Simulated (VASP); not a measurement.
# Cu12F in VASP: a series of runs

Runs on Cu12F. Level: PBE. Tasks: relaxation of the atoms.

Program: VASP 6.6.1. These are calculated values, not measurements. Logs are shortened: lines on timing, memory, paths and dates and some standing lists are left out, and cuts for length are marked.

### Step 1. The cell of the first run

The cell holds a slab with vacuum, 13 atoms: a = 5.132 Å, b = 5.132 Å, c = 19.622 Å, α = 90.00°, β = 90.00°, γ = 120.00°.

### Step 2. Relaxation of the atoms, PBE

INCAR reads:

```
  PREC = Accurate
  ENCUT = 520
  EDIFF = 1E-6
  ISMEAR = 0
  SIGMA = 0.1
  LREAL = F
  LASPH = T
  NELM = 80
  ALGO = Normal
  ISIF = 2
  LWAVE = F
  LCHARG = F
  LDIPOL = T
  IDIPOL = 3
  DIPOL = 0.5 0.5 0.324
  GGA = PE
  IBRION = 2
  NSW = 36
  EDIFFG = -0.025
  KPAR = 2
```

KPOINTS reads:

```
Automatic mesh
0
Gamma
  6 6 1
```

POSCAR reads:

```
Cu12F
1.0
    5.1319544646      0.0000000000      0.0000000000
   -2.5659772323      4.4444029374      0.0000000000
    0.0000000000      0.0000000000     19.6215700548
Cu F
12 1
Selective dynamics
Direct
    0.3333333333      0.1666666667      0.2038572851  F F F
    0.3333333333      0.6666666667      0.2038572851  F F F
    0.8333333333      0.1666666667      0.2038572851  F F F
    0.8333333333      0.6666666667      0.2038572851  F F F
    0.1666666667      0.3333333333      0.3088788036  F F F
    0.1666666667      0.8333333333      0.3088788036  F F F
    0.6666666667      0.3333333333      0.3088788036  F F F
    0.6666666667      0.8333333333      0.3088788036  F F F
    0.0000000000      0.0000000000      0.4139103055  F F F
    0.0000000000      0.5000000000      0.4139103055  F F F
    0.5000000000      0.0000000000      0.4139103055  F F F
    0.5000000000      0.5000000000      0.4139103055  F F F
    0.0000000000      0.0000000000      0.5107425159  F F T
```

Potentials or basis: VASP PAW PBE potentials, release 64 (Cu, F).

Launch:

```console
cat potpaw_PBE.64/Cu/POTCAR potpaw_PBE.64/F/POTCAR > POTCAR
mpirun -np 2 vasp_std > vasp.out
```

OUTCAR:

```text
PREC = Accurate
   ENCUT = 520
   EDIFF = 1E-6
   ISMEAR = 0
   LREAL = F
   LASPH = T
   NELM = 80
   ISIF = 2
   GGA = PE
   IBRION = 2
   NSW = 36
   EDIFFG = -0.025

 ion  position               nearest neighbor table
   1  0.333  0.167  0.204-   5 2.54   6 2.54   7 2.54   4 2.57   2 2.57   2 2.57   4 2.57   3 2.57
                             3 2.57
   2  0.333  0.667  0.204-   6 2.54   5 2.54   8 2.54   3 2.57   1 2.57   1 2.57   3 2.57   4 2.57
                             4 2.57
   3  0.833  0.167  0.204-   7 2.54   8 2.54   5 2.54   4 2.57   2 2.57   4 2.57   2 2.57   1 2.57
                             1 2.57
   4  0.833  0.667  0.204-   8 2.54   7 2.54   6 2.54   3 2.57   1 2.57   3 2.57   1 2.57   2 2.57
                             2 2.57
   5  0.167  0.333  0.309-   1 2.54   2 2.54   3 2.54   9 2.54  12 2.54  10 2.54   8 2.57   6 2.57
                             6 2.57   8 2.57   7 2.57   7 2.57
   6  0.167  0.833  0.309-   2 2.54   1 2.54   4 2.54  10 2.54  11 2.54   9 2.54   7 2.57   5 2.57
                             5 2.57   7 2.57   8 2.57   8 2.57
   7  0.667  0.333  0.309-   3 2.54   4 2.54   1 2.54  11 2.54  10 2.54  12 2.54   8 2.57   6 2.57
                             8 2.57   6 2.57   5 2.57   5 2.57
   8  0.667  0.833  0.309-   4 2.54   3 2.54   2 2.54  12 2.54   9 2.54  11 2.54   7 2.57   5 2.57
                             7 2.57   5 2.57   6 2.57   6 2.57
   9  0.000  0.000  0.414-  13 1.90   5 2.54   8 2.54   6 2.54  12 2.57  10 2.57  10 2.57  12 2.57
                            11 2.57  11 2.57
  10  0.000  0.500  0.414-   6 2.54   7 2.54   5 2.54   9 2.57  11 2.57   9 2.57  11 2.57  12 2.57
                            12 2.57
  11  0.500  0.000  0.414-   7 2.54   6 2.54   8 2.54  10 2.57  12 2.57  12 2.57  10 2.57   9 2.57
                             9 2.57
  12  0.500  0.500  0.414-   8 2.54   5 2.54   7 2.54   9 2.57  11 2.57  11 2.57   9 2.57  10 2.57
                            10 2.57
  13  0.000  0.000  0.511-   9 1.90

  LATTYP: Found a hexagonal cell.
 ALAT       =     5.1319544646
 C/A-ratio  =     3.8234107863

  Lattice vectors:

 A1 = (   5.1319544646,   0.0000000000,   0.0000000000)
 A2 = (  -2.5659772323,   4.4444029374,   0.0000000000)
 A3 = (   0.0000000000,   0.0000000000,  19.6215700548)

Analysis of symmetry for initial positions (statically):
=====================================================================
 Subroutine PRICEL returns:
 Original cell was already a primitive cell.

 Routine SETGRP: Setting up the symmetry group for a
 hexagonal supercell.

 Subroutine GETGRP returns: Found  6 space group operations
 (whereof  6 operations were pure point group operations)
 out of a pool of 24 trial point group operations.

The static configuration has the point symmetry C_3v.

Analysis of symmetry for dynamics (positions and initial velocities):
=====================================================================
 Subroutine PRICEL returns:
 Original cell was already a primitive cell.

 Routine SETGRP: Setting up the symmetry group for a
 hexagonal supercell.

 Subroutine GETGRP returns: Found  6 space group operations
 (whereof  6 operations were pure point group operations)
 out of a pool of 24 trial point group operations.

The dynamic configuration has the point symmetry C_3v.

Analysis of constrained symmetry for selective dynamics:
=====================================================================
 Subroutine PRICEL returns:
 Original cell was already a primitive cell.

 Routine SETGRP: Setting up the symmetry group for a
 hexagonal supercell.

 Subroutine GETGRP returns: Found  6 space group operations
 (whereof  6 operations were pure point group operations)
 out of a pool of 24 trial point group operations.

The constrained configuration has the point symmetry C_3v.

 Subroutine INISYM returns: Found  6 space group operations
 (whereof  6 operations are pure point group operations),
 and found     1 'primitive' translations

----------------------------------------------------------------------------------------

                                     Primitive cell

  volume of cell :     447.5381

  direct lattice vectors                    reciprocal lattice vectors
     5.131954465  0.000000000  0.000000000     0.194857536  0.112501051  0.000000000
    -2.565977232  4.444402937  0.000000000     0.000000000  0.225002101  0.000000000
     0.000000000  0.000000000 19.621570055     0.000000000  0.000000000  0.050964321

[... 50 lines left out ...]
     0.037500350  0.037500350  0.050964321

  Shift w.r.t. Gamma in fractional coordinates (k-lattice)
     0.000000000  0.000000000  0.000000000

 Subroutine IBZKPT returns following result:
 ===========================================

 Found      7 irreducible k-points:

 Following reciprocal coordinates:
            Coordinates               Weight
  0.000000  0.000000  0.000000      1.000000
  0.166667  0.000000  0.000000      6.000000
  0.333333  0.000000  0.000000      6.000000
  0.500000  0.000000  0.000000      3.000000
  0.166667  0.166667  0.000000      6.000000
  0.333333  0.166667  0.000000     12.000000
  0.333333  0.333333  0.000000      2.000000
   k-points           NKPTS =      7   k-points in BZ     NKDIM =      7   number of bands    NBANDS=     83
   number of dos      NEDOS =    301   number of ions     NIONS =     13
   total plane-waves  NPLWV = 240000
   dimension x,y,z NGX =    40 NGY =   40 NGZ =  150
   dimension x,y,z NGXF=    80 NGYF=   80 NGZF=  300
   ions per type =              12   1
   NGX,Y,Z   is equivalent  to a cutoff of  12.96, 12.96, 12.71 a.u.
   NGXF,Y,Z  is equivalent  to a cutoff of  25.92, 25.92, 25.42 a.u.
 SYSTEM =  unknown system
   PREC   = accura    normal or accurate (medium, high low for compatibility)
   ISTART =      0    job   : 0-new  1-cont  2-samecut
   ICHARG =      2    charge: 1-file 2-atom 10-const
   ISPIN  =      1    spin polarized calculation?
   LNONCOLLINEAR =      F non collinear calculations
   LSORBIT =      F    spin-orbit coupling
   LASPH  =      T    aspherical Exc in radial PAW
   ENCUT  =  520.0 eV  38.22 Ry    6.18 a.u.   9.54  9.54 36.48*2*pi/ulx,y,z
   NELM   =     80;   NELMIN=  2; NELMDL= -5     # of ELM steps
   EDIFF  = 0.1E-05   stopping-criterion for ELM
   LREAL  =      F    real-space projection
   EDIFFG = -.3E-01   stopping-criterion for IOM
   NSW    =     36    number of steps for IOM
   IBRION =      2    ionic relax: 0-MD 1-quasi-New 2-CG
   NFREE  =      1    steps in history (QN), initial steepest desc. (CG)
   ISIF   =      2    stress and relaxation
   ISYM   =      2    0-nonsym 1-usesym 2-fastsym
   POTIM  = 0.5000    time-step for ionic-motion
   TEBEG  =    0.0;   TEEND  =   0.0 temperature during run
   PSTRESS=    0.0 pullay stress
   NELECT =     139.0000    total number of electrons
   NUPDOWN=      -1.0000    fix difference up-down
   EMIN   =  10.00;   EMAX   =-10.00  energy-range for DOS
   EFERMI =   0.00;   METHOD = LEGACY
   ISMEAR =     0;   SIGMA  =   0.10  broadening in eV -4-tet -1-fermi 0-gaus
   EFERMI_NEDOS =   21; number of points for ismear=-14 and -15
   IALGO  =     38    algorithm
   IMIX   =      4    mixing-type and parameters
     AMIX     =   0.40;   BMIX     =  1.00
     AMIX_MAG =   1.60;   BMIX_MAG =  1.00
  volume/ion in A,a.u.               =      34.43       232.32
  Fermi-wavevector in a.u.,A,eV,Ry     =   1.108672  2.095086 16.723652  1.229154
  Thomas-Fermi vector in A             =   2.245202
   LORBIT       =      0    0 simple, 1 ext, 2 COOP (PROOUT), +10 PAW based schemes
   GGA     = PE    functional components
   LHFCALC =     F    Hartree Fock is set to
   AEXX    =    0.0000 exact exchange contribution
   IVDW    =     0    specifies the selected vdW correction
   LEPSILON=     F    determine dielectric tensor
   LRPA    =     F    only Hartree local field effects (RPA)
 conjugate gradient relaxation of ions
 non-spin polarized calculation
 Gauss-broadening in eV      SIGMA  =   0.10
  energy-cutoff  :      520.00
  volume of cell :      447.54
 maximum number of plane-waves:     12109
 NGX is ok and might be reduce to    40
   NGX = 19   NGY = 19   NGZ = 73

 dipolmoment           0.000000      0.000000     -0.000009 electrons x Angstroem

--------------------------------------- Ionic step        1  -------------------------------------------

 number of electron     139.0000021 magnetization

 Free energy of the ion-electron system (eV)
  ---------------------------------------------------
  ext. energy  EPLUGINS =         0.00000000
  ---------------------------------------------------
  free energy    TOTEN  =       -44.94080650 eV

  energy without entropy =      -44.88542236  energy(sigma->0) =      -44.91311443

------------------------ aborting loop because EDIFF is reached ----------------------------------------

  FORCE on cell =-STRESS in cart. coord.  units (eV):
  Direction    XX          YY          ZZ          XY          YZ          ZX
  --------------------------------------------------------------------------------------
  -------------------------------------------------------------------------------------
  Total       -2.3443732     -2.3443732     -0.7202938      0.0000000      0.0000000      0.0000000
  in kB       -8.3928094     -8.3928094     -2.5786373      0.0000000      0.0000000      0.0000000
  external PRESSURE =      -6.4547520 kB  Pullay stress =       0.0000000 kB
[... 81 lines left out ...]
--------------------------------------- Ionic step        3  -------------------------------------------

 number of electron     139.0000024 magnetization

 dipolmoment           0.000000      0.000000      0.269990 electrons x Angstroem

 Free energy of the ion-electron system (eV)
  ---------------------------------------------------
  ext. energy  EPLUGINS =         0.00000000
  ---------------------------------------------------
  free energy    TOTEN  =       -44.96314827 eV

  energy without entropy =      -44.90968289  energy(sigma->0) =      -44.93641558

 E-fermi :  -1.3827     XC(G=0):  -5.1515

 val. band max:       -1.4115005151   @ k =   0.5000   0.0000   0.0000
 cond. band min:      -1.3816760896   @ k =   0.1667   0.0000   0.0000
 fundamental gap:      0.0298244255
 Fermi energy:        -1.3826861639

 k-point     1 :       0.0000    0.0000    0.0000
  band No.  band energies     occupation
      1     -22.9305      2.00000
      2      -9.9767      2.00000
      3      -7.9502      2.00000
      4      -6.4792      2.00000
      5      -6.1842      2.00000
      6      -6.1076      2.00000
[... 577 lines left out ...]
     80       3.4503      0.00000
     81       4.7947      0.00000
 [bands above 81 left out]

------------------------ aborting loop because EDIFF is reached ----------------------------------------

 vacuum level on the upper side and lower side of the slab       (xc-potential included)         0.843        -1.215

  FORCE on cell =-STRESS in cart. coord.  units (eV):
  Direction    XX          YY          ZZ          XY          YZ          ZX
  --------------------------------------------------------------------------------------
  -------------------------------------------------------------------------------------
  Total       -2.2737732     -2.2737732      0.6711601     -0.0000000      0.0000000      0.0000000
  in kB       -8.1400625     -8.1400625      2.4027398     -0.0000000      0.0000000      0.0000000
  external PRESSURE =      -4.6257951 kB  Pullay stress =       0.0000000 kB
[... 28 lines left out ...]
  FREE ENERGIE OF THE ION-ELECTRON SYSTEM (eV)
  ---------------------------------------------------
  free  energy   TOTEN  =       -44.9631482702 eV

  energy  without entropy=      -44.9096828947  energy(sigma->0) =      -44.93641558

 reached required accuracy - stopping structural energy minimisation

 vacuum level on the upper side and lower side of the slab         5.355         3.235
```

Run time: 13 min. Hardware: 2 MPI ranks of Intel Xeon 6975P-C (Granite Rapids), shared host; peak memory 0.65 GiB.

Results:

```
Free energy               : -44.9631 eV
Energy gained by relaxing : 1.7 meV/atom
Ionic steps               : 3
Band gap on the k mesh    : zero (an odd number of electrons rules out a gap without spin polarisation)
```

The path:
| step | energy change (eV) | largest force on free atoms (eV/Å) | pressure (GPa) |
| --- | --- | --- | --- |
| 1 | 0.0000 | 0.7484 | -0.65 |
| 2 | -0.0192 | 0.2987 | -0.54 |
| 3 | -0.0223 | 0.0016 | -0.46 |

Final structure:
```
Cu F
1.0
     5.13195    0.00000    0.00000
    -2.56598    4.44440    0.00000
     0.00000    0.00000   19.62157
Cu F
12 1
Direct
  0.33333 0.16667 0.20386
  0.33333 0.66667 0.20386
  0.83333 0.16667 0.20386
  0.83333 0.66667 0.20386
  0.16667 0.33333 0.30888
  0.16667 0.83333 0.30888
  0.66667 0.33333 0.30888
  0.66667 0.83333 0.30888
  0.00000 0.00000 0.41391
  0.00000 0.50000 0.41391
  0.50000 0.00000 0.41391
  0.50000 0.50000 0.41391
  0.00000 0.00000 0.50787
```

### Step 3. Relaxation of the atoms, PBE

INCAR reads:

```
SYSTEM = Cu12F
  PREC = Accurate
  ENCUT = 520
  EDIFF = 1E-6
  ISMEAR = 0
  SIGMA = 0.1
  LREAL = .False.
  LASPH = .True.
  NELM = 60
  ALGO = Normal
  ISIF = 2
  LWAVE = .False.
  LCHARG = .False.
  LDIPOL = .True.
  IDIPOL = 3
  DIPOL = 0.5 0.5 0.321
  GGA = PE
  IBRION = 2
  NSW = 36
  EDIFFG = -0.025
  KPAR = 2
```

KPOINTS reads:

```
regular mesh
0
Gamma
  6 6 1
  0 0 0
```

POSCAR: that of step 2 with these lines changed.

```diff
@@ -21,2 +21,2 @@
     0.5000000000      0.5000000000      0.4139103055  F F F
-    0.0000000000      0.0000000000      0.5107425159  F F T
+    0.1666666667      0.3333333333      0.4724080556  F F T
```

Potentials or basis: VASP PAW PBE potentials, release 64 (Cu, F).

Launch:

```console
cat potpaw_PBE.64/Cu/POTCAR potpaw_PBE.64/F/POTCAR > POTCAR
mpirun -np 2 vasp_std > vasp.out
```

It took 14 min on 2 MPI ranks of Intel Xeon 6975P-C (Granite Rapids), shared host; peak memory 0.65 GiB.

It converged, with:

| Property | Result |
| --- | --- |
| Free energy | -45.4255 eV |
| Energy gained by relaxing | 47.8 meV/atom |
| Ionic steps | 3 |
| Band gap on the k mesh | zero (an odd number of electrons rules out a gap without spin polarisation) |

Step by step:
| step | energy change (eV) | largest force on free atoms (eV/Å) | pressure (GPa) |
| --- | --- | --- | --- |
| 1 | 0.0000 | 4.0011 | 1.25 |
| 2 | -0.5140 | 1.4620 | 0.24 |
| 3 | -0.6208 | 0.0217 | -0.33 |

Final structure:
```
CELL_PARAMETERS angstrom
5.13195 0.00000 0.00000
-2.56598 4.44440 0.00000
0.00000 0.00000 19.62157
ATOMIC_POSITIONS crystal
Cu 0.33333 0.16667 0.20386
Cu 0.33333 0.66667 0.20386
Cu 0.83333 0.16667 0.20386
Cu 0.83333 0.66667 0.20386
Cu 0.16667 0.33333 0.30888
Cu 0.16667 0.83333 0.30888
Cu 0.66667 0.33333 0.30888
Cu 0.66667 0.83333 0.30888
Cu 0.00000 0.00000 0.41391
Cu 0.00000 0.50000 0.41391
Cu 0.50000 0.00000 0.41391
Cu 0.50000 0.50000 0.41391
F 0.16667 0.33333 0.49027
```

Levels at points of the mesh, in eV from the Fermi level:
```
           k point  band 68  band 69  band 70  band 71  band 72  band 73
(0.00, 0.00, 0.00)     0.06     0.06     0.13     0.61     1.20     1.20
(0.50, 0.00, 0.00)    -1.01     0.01     0.03     0.70     0.78     1.32
```

With open d or f shells a metallic result of PBE can be an artefact of self-interaction; +U or a hybrid may open a gap.

The gap in the log of VASP goes by the Fermi energy; the results here count the filled bands.